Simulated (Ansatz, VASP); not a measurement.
Two plane-wave programs on H3C18N

```
C N H
1.0
     7.39800    0.00000    0.00000
    -3.69900    6.40686    0.00000
     0.00000    0.00000   11.00000
C N H
18 1 3
Direct
  0.98186 0.00766 0.07553
  0.20361 0.12664 0.12221
  0.98623 0.34441 0.06368
  0.20919 0.45608 0.06348
  0.98838 0.67748 0.06636
  0.20445 0.78394 0.07184
  0.32392 0.00643 0.11309
  0.54634 0.12576 0.07234
  0.32228 0.34794 0.07424
  0.53878 0.45497 0.06580
  0.31792 0.67622 0.06316
  0.54172 0.78888 0.06366
  0.65424 0.01229 0.06394
  0.87456 0.12102 0.06460
  0.65272 0.34187 0.06590
  0.87621 0.45423 0.06104
  0.65178 0.67878 0.06071
  0.87528 0.79160 0.06701
  0.17824 0.14289 0.25736
  0.34302 0.98084 0.21095
  0.32192 0.24754 0.29219
  0.08622 0.20807 0.27184
```

Alike in both runs: functional PBE; dispersion D3(BJ); k mesh 2 × 2 × 1; occupations gaussian, width 0.02 eV; no spin polarisation.

Ansatz relaxed the structure, and its values are those at the end. VASP's run is a single point on that final structure, the one shown.

|  | VASP | Ansatz |
| --- | --- | --- |
| version | VASP 6.6.1 | Ansatz 0.2.0 |
| potentials or method | VASP PAW PBE potentials, release 64 (C, N, H), cutoff 520 eV | scalar-relativistic, plane waves, PAW |
| valence electrons in the cell | 80 | 80 |

```csv
,VASP,Ansatz,Ansatz less VASP
rms of the force components (eV/Å),0.013,0.006,-0.0072
```

The k mesh is coarse, so the values compare programs but aren't converged.
